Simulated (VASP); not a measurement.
# HfGe3W2 (Cmmm) in VASP: a series of runs

The runs below take HfGe3W2 through relaxation of cell and atoms, single point, with PBE.

All numbers are computed with VASP 6.6.1; they aren't measurements. Logs are shortened: lines on timing, memory, paths and dates and some standing lists are left out, and cuts for length are marked.

## (1) The cell of the first run

The structure is orthorhombic, space group Cmmm (No. 65). Conventional cell: a = 5.754 Å, b = 9.369 Å, c = 4.319 Å, α = 90.00°, β = 90.00°, γ = 90.00°. Within 4.4 Å of Hf (site symmetry mmm) lie 10 Ge at 3.22 to 3.60 Å and 8 W at 3.50 Å and 2 Hf at 4.32 Å. Ge (site symmetry m2m) has 5 Ge at 2.61 to 3.37 Å and 4 W at 2.74 Å and 3 Hf at 3.22 to 3.23 Å within 3.4 Å. Ge (site symmetry mmm) has 4 Ge at 2.61 Å and 4 W at 2.75 Å within 3.4 Å. Within 3.6 Å of W (site symmetry 2/m) lie 6 Ge at 2.74 to 2.75 Å and 2 W at 2.88 Å and 4 Hf at 3.50 Å.

The cell was built from a structure type or drawn by symmetry, and may not be a known phase.

## (2) Relaxation of cell and atoms, PBE

The input, INCAR:

```
SYSTEM = HfGe3W2
PREC = Accurate
ENCUT = 600
EDIFF = 1E-7
ISMEAR = 0
SIGMA = 0.1
LREAL = .FALSE.
LASPH = .TRUE.
NELM = 80
ALGO = Normal
ISIF = 3
LWAVE = .FALSE.
LCHARG = .FALSE.
GGA = PE
IBRION = 2
NSW = 90
EDIFFG = -0.04
```

The input, KPOINTS:

```
Automatic mesh
0
G
  4 4 4
  0 0 0
```

The input, POSCAR:

```
HfGe3W2
1.0
    2.8769602000     -4.6845300200      0.0000000000
    2.8769602000      4.6845300200      0.0000000000
    0.0000000000      0.0000000000      4.3186035400
Hf Ge W
1 3 2
Direct
    0.5000000000      0.5000000000      0.0000000000
    0.1558577600      0.8441422400      0.0000000000
    0.8441422400      0.1558577600      0.0000000000
    0.0000000000      0.0000000000      0.5000000000
    0.0000000000      0.5000000000      0.5000000000
    0.5000000000      0.0000000000      0.5000000000
```

Potentials or basis: VASP PAW PBE potentials, release 64 (Hf_pv, Ge_d, W_sv).

On the command line:

```console
$ cat potpaw_PBE.64/Hf_pv/POTCAR potpaw_PBE.64/Ge_d/POTCAR potpaw_PBE.64/W_sv/POTCAR > POTCAR
$ mpirun -np 1 vasp_std > vasp.out
```

OUTCAR:

```text
SYSTEM = HfGe3W2
   PREC = Accurate
   ENCUT = 600
   EDIFF = 1E-7
   ISMEAR = 0
   LREAL = .FALSE.
   LASPH = .TRUE.
   NELM = 80
   ISIF = 3
   GGA = PE
   IBRION = 2
   NSW = 90
   EDIFFG = -0.04

 ion  position               nearest neighbor table
   1  0.500  0.500  0.000-   2 3.22   3 3.22   2 3.23   3 3.23   2 3.23   3 3.23   5 3.50   6 3.50
                             5 3.50   6 3.50   6 3.50   6 3.50   5 3.50   5 3.50
   2  0.156  0.844  0.000-   4 2.61   4 2.61   6 2.74   5 2.74   5 2.74   6 2.74   3 2.92   1 3.22
                             1 3.23   1 3.23
   3  0.844  0.156  0.000-   4 2.61   4 2.61   6 2.74   5 2.74   5 2.74   6 2.74   2 2.92   1 3.22
                             1 3.23   1 3.23
   4  0.000  0.000  0.500-   2 2.61   3 2.61   2 2.61   3 2.61   5 2.75   6 2.75   5 2.75   6 2.75

   5  0.000  0.500  0.500-   2 2.74   3 2.74   2 2.74   3 2.74   4 2.75   4 2.75   6 2.88   6 2.88
                             1 3.50   1 3.50   1 3.50   1 3.50
   6  0.500  0.000  0.500-   2 2.74   3 2.74   2 2.74   3 2.74   4 2.75   4 2.75   5 2.88   5 2.88
                             1 3.50   1 3.50   1 3.50   1 3.50

  LATTYP: Found a base centered orthorhombic cell.
 ALAT       =     5.7539204000
 B/A-ratio  =     1.6282915627
 C/A-ratio  =     0.7505497539

  Lattice vectors:

 A1 = (   2.8769602000,  -4.6845300200,   0.0000000000)
 A2 = (   2.8769602000,   4.6845300200,   0.0000000000)
 A3 = (   0.0000000000,   0.0000000000,   4.3186035400)

Analysis of symmetry for initial positions (statically):
=====================================================================
 Subroutine PRICEL returns:
 Original cell was already a primitive cell.

 Routine SETGRP: Setting up the symmetry group for a
 base centered orthorhombic supercell.

 Subroutine GETGRP returns: Found  8 space group operations
 (whereof  8 operations were pure point group operations)
 out of a pool of  8 trial point group operations.

The static configuration has the point symmetry D_2h.

Analysis of symmetry for dynamics (positions and initial velocities):
=====================================================================
 Subroutine PRICEL returns:
 Original cell was already a primitive cell.

 Routine SETGRP: Setting up the symmetry group for a
 base centered orthorhombic supercell.

 Subroutine GETGRP returns: Found  8 space group operations
 (whereof  8 operations were pure point group operations)
 out of a pool of  8 trial point group operations.

The dynamic configuration has the point symmetry D_2h.

 Subroutine INISYM returns: Found  8 space group operations
[... 121 lines left out ...]
     AMIX_MAG =   1.60;   BMIX_MAG =  1.00
  volume/ion in A,a.u.               =      19.40       130.92
  Fermi-wavevector in a.u.,A,eV,Ry     =   1.444709  2.730104 28.397869  2.087185
  Thomas-Fermi vector in A             =   2.562973
   LORBIT       =      0    0 simple, 1 ext, 2 COOP (PROOUT), +10 PAW based schemes
   GGA     = PE    functional components
   LHFCALC =     F    Hartree Fock is set to
   AEXX    =    0.0000 exact exchange contribution
   IVDW    =     0    specifies the selected vdW correction
   LEPSILON=     F    determine dielectric tensor
   LRPA    =     F    only Hartree local field effects (RPA)
 conjugate gradient relaxation of ions
 non-spin polarized calculation
 Gauss-broadening in eV      SIGMA  =   0.10
  energy-cutoff  :      600.00
  volume of cell :      116.41
 maximum number of plane-waves:      3918
 NGX is ok and might be reduce to    48
   NGX = 21   NGY = 21   NGZ = 17

--------------------------------------- Ionic step        1  -------------------------------------------

 number of electron      80.0000017 magnetization

 Free energy of the ion-electron system (eV)
  ---------------------------------------------------
  ext. energy  EPLUGINS =         0.00000000
  ---------------------------------------------------
  free energy    TOTEN  =       -46.77081150 eV

  energy without entropy =      -46.75740592  energy(sigma->0) =      -46.76410871

------------------------ aborting loop because EDIFF is reached ----------------------------------------

  FORCE on cell =-STRESS in cart. coord.  units (eV):
  Direction    XX          YY          ZZ          XY          YZ          ZX
  --------------------------------------------------------------------------------------
  -------------------------------------------------------------------------------------
  Total      -18.4290491     -7.1255083     -2.1217487     -0.0000000      0.0000000      0.0000000
  in kB     -253.6531711    -98.0738492    -29.2032593     -0.0000000      0.0000000      0.0000000
  external PRESSURE =    -126.9767599 kB  Pullay stress =       0.0000000 kB
[... 27 lines left out ...]
--------------------------------------- Ionic step        2  -------------------------------------------

 number of electron      79.9999988 magnetization

 E-fermi :  10.1405     XC(G=0): -12.9297

 val. band max:       10.1122573437   @ k =  -0.2500   0.2500   0.5000
 cond. band min:      10.1706734574   @ k =   0.0000   0.0000   0.2500
 fundamental gap:      0.0584161138
 Fermi energy:        10.1405081604

 k-point     1 :       0.0000    0.0000    0.0000
  band No.  band energies     occupation
      1     -63.7523      2.00000
      2     -63.5276      2.00000
      3     -29.2761      2.00000
      4     -28.2098      2.00000
      5     -28.0946      2.00000
      6     -27.9015      2.00000
[... 1133 lines left out ...]
  FREE ENERGIE OF THE ION-ELECTRON SYSTEM (eV)
  ---------------------------------------------------
  free  energy   TOTEN  =       -47.7691051284 eV

  energy  without entropy=      -47.7554891170  energy(sigma->0) =      -47.76229712

[... ionic steps 4 to 9 ...]

--------------------------------------- Ionic step       10  -------------------------------------------

 number of electron      80.0000016 magnetization

------------------------ aborting loop because EDIFF is reached ----------------------------------------
[... 75 lines left out ...]
--------------------------------------- Ionic step       12  -------------------------------------------

 number of electron      80.0000013 magnetization

 Free energy of the ion-electron system (eV)
  ---------------------------------------------------
  ext. energy  EPLUGINS =         0.00000000
  ---------------------------------------------------
  free energy    TOTEN  =       -47.99168839 eV

  energy without entropy =      -47.97426472  energy(sigma->0) =      -47.98297656

 E-fermi :   8.3325     XC(G=0): -12.1727

 val. band max:        8.3310336186   @ k =   0.5000   0.5000   0.0000
 cond. band min:       8.3478425510   @ k =   0.2500   0.0000   0.5000
 fundamental gap:      0.0168089324
 Fermi energy:         8.3324919188

 k-point     1 :       0.0000    0.0000    0.0000
  band No.  band energies     occupation
      1     -65.7008      2.00000
      2     -65.5994      2.00000
      3     -30.6065      2.00000
      4     -30.0364      2.00000
      5     -29.9190      2.00000
      6     -29.8772      2.00000
[... 1093 lines left out ...]
  FREE ENERGIE OF THE ION-ELECTRON SYSTEM (eV)
  ---------------------------------------------------
  free  energy   TOTEN  =       -47.9916883928 eV

  energy  without entropy=      -47.9742647243  energy(sigma->0) =      -47.98297656

 reached required accuracy - stopping structural energy minimisation
```

CONTCAR:

```text
HfGe3W2
   1.00000000000000
     2.6217268593356557   -4.5555640198283838    0.0000000000000000
     2.6217268593356557    4.5555640198283838    0.0000000000000000
     0.0000000000000000    0.0000000000000000    4.4338548854671345
  Hf              Ge              W
     1     3     2
Direct
     0.5000000000000000    0.5000000000000000    0.0000000000000000
     0.1717526065291606    0.8282473934708393    0.0000000000000000
     0.8282473934708393    0.1717526065291606    0.0000000000000000
     0.0000000000000000    0.0000000000000000    0.5000000000000000
     0.0000000000000000    0.5000000000000000    0.5000000000000000
     0.5000000000000000    0.0000000000000000    0.5000000000000000

  0.00000000E+00  0.00000000E+00  0.00000000E+00
  0.00000000E+00  0.00000000E+00  0.00000000E+00
  0.00000000E+00  0.00000000E+00  0.00000000E+00
  0.00000000E+00  0.00000000E+00  0.00000000E+00
  0.00000000E+00  0.00000000E+00  0.00000000E+00
  0.00000000E+00  0.00000000E+00  0.00000000E+00
```

Wall time 48 min (1 thread of Intel Xeon 8259CL, shared host); peak memory 0.38 GiB.

Results:

| Property | Result |
| --- | --- |
| Free energy | -47.9917 eV |
| Relaxed volume | 17.65 Å³/atom |
| Relaxed cell | a = 5.256 Å, b = 5.256 Å, c = 4.434 Å, α = 90.00°, β = 90.00°, γ = 120.16° |
| Space group after relaxing (to 0.1 Å) | Cmmm (No. 65) |
| Energy gained by relaxing | 203.5 meV/atom |
| Ionic steps | 12 |
| Pressure after relaxing | 0.1 GPa |
| Largest force after relaxing | 0.009 eV/Å |
| Band gap on the k mesh | zero (bands 40 and 41 overlap by 0.61 eV) |

Forces on the atoms (eV/Å):
```
Hf   0.000  0.000  0.000
Ge   0.000 -0.009  0.000
Ge   0.000  0.009  0.000
Ge   0.000  0.000  0.000
W    0.000  0.000  0.000
W    0.000  0.000  0.000
```

Step by step:
```csv
step,energy change (eV),largest force (eV/Å),pressure (GPa),volume (Å³)
1,0.0000,1.3141,-12.70,116.41
2,0.1630,0.4556,32.22,91.88
3,-0.9983,0.9430,3.11,103.42
4,-1.0001,0.9296,3.81,103.03
5,-1.1703,0.4667,0.35,105.89
6,-1.1739,0.5205,0.71,105.53
7,-1.1998,0.3577,-1.40,106.76
8,-1.2002,0.3376,-1.64,106.91
9,-1.2164,0.1410,0.04,105.79
10,-1.2169,0.1007,0.38,105.56
11,-1.2203,0.0424,0.19,105.78
12,-1.2209,0.0087,0.09,105.91
```

Final structure:
```xyz
6
Lattice="2.6217 -4.5556 0.0000 2.6217 4.5556 0.0000 0.0000 0.0000 4.4339" Properties=species:S:1:pos:R:3 pbc="T T T"
Hf    2.6217    0.0000    0.0000
Ge    2.6217    2.9907    0.0000
Ge    2.6217   -2.9907    0.0000
Ge    0.0000    0.0000    2.2169
W     1.3109    2.2778    2.2169
W     1.3109   -2.2778    2.2169
```

Caveat: the k points lie up to 0.35 Å⁻¹ apart in the final cell, too coarse for converged energies and pressures of a metal; spin-orbit coupling is left out, which moves the levels of the heavy elements.

## (3) Single point, PBE

This run uses another cell than the first one, of 17.65 Å³/atom.

The input, INCAR:

```
PREC = Accurate ; ENCUT = 520
EDIFF = 1E-6 ; ISMEAR = 0
SIGMA = 0.1 ; LREAL = False
LASPH = True ; NELM = 60
ALGO = Normal ; ISIF = 2
LWAVE = False ; LCHARG = True
GGA = PE ; LELF = True
LVHAR = True ; NBANDS = 49
```

The input, KPOINTS:

```
regular mesh
0
Gamma
  8 8 8
```

The input, POSCAR:

```
HfGe3W2
1.0
    2.6267064107     -4.5571111603      0.0000000000
    2.6267064107      4.5571111603      0.0000000000
    0.0000000000      0.0000000000      4.4228924810
Hf Ge W
1 3 2
Direct
    0.5000000000      0.5000000000      0.0000000000
    0.1722090313      0.8277909687      0.0000000000
    0.8277909687      0.1722090313      0.0000000000
    0.0000000000      0.0000000000      0.5000000000
    0.0000000000      0.5000000000      0.5000000000
    0.5000000000      0.0000000000      0.5000000000
```

Potentials or basis: VASP PAW PBE potentials, release 64 (Hf_pv, Ge_d, W_sv).

On the command line:

```console
$ cat potpaw_PBE.64/Hf_pv/POTCAR potpaw_PBE.64/Ge_d/POTCAR potpaw_PBE.64/W_sv/POTCAR > POTCAR
$ mpirun -np 1 vasp_std > vasp.out
```

Wall time 17 min (1 thread of Intel Xeon 8259CL, shared host); peak memory 0.57 GiB.

Results (log left out):

* Free energy: -47.9266 eV
* Pressure: 0.0 GPa
* Largest force: 0.005 eV/Å
* Band gap on the k mesh: zero (bands 40 and 41 overlap by 0.81 eV)

Forces on the atoms (eV/Å):
```
Hf   0.000  0.000  0.000
Ge   0.000  0.005  0.000
Ge   0.000 -0.005  0.000
Ge   0.000  0.000  0.000
W    0.000  0.000  0.000
W    0.000  0.000  0.000
```

Stress tensor (GPa, compression positive):
```
 0.12  0.00  0.00
 0.00 -0.07  0.00
 0.00  0.00  0.11
```

Levels at points of the mesh, in eV from the Fermi level:
| k point | band 38 | band 39 | band 40 | band 41 | band 42 | band 43 |
| --- | --- | --- | --- | --- | --- | --- |
| (0.00, 0.00, 0.00) | -1.71 | -1.32 | -0.11 | 1.25 | 1.79 | 2.16 |
| (0.50, 0.00, 0.00) | -1.38 | -1.04 | -0.73 | 0.39 | 0.68 | 1.41 |
| (0.50, 0.50, 0.00) | -1.61 | -0.85 | -0.65 | -0.08 | 0.46 | 1.65 |
| (0.00, 0.00, 0.50) | -2.35 | -0.59 | -0.50 | 0.15 | 1.33 | 1.44 |
| (0.50, 0.00, 0.50) | -1.58 | -0.85 | -0.77 | 0.27 | 0.44 | 0.64 |
| (0.50, 0.50, 0.50) | -0.75 | -0.41 | -0.30 | 1.13 | 1.17 | 1.73 |

Caveat: spin-orbit coupling is left out, which moves the levels of the heavy elements.
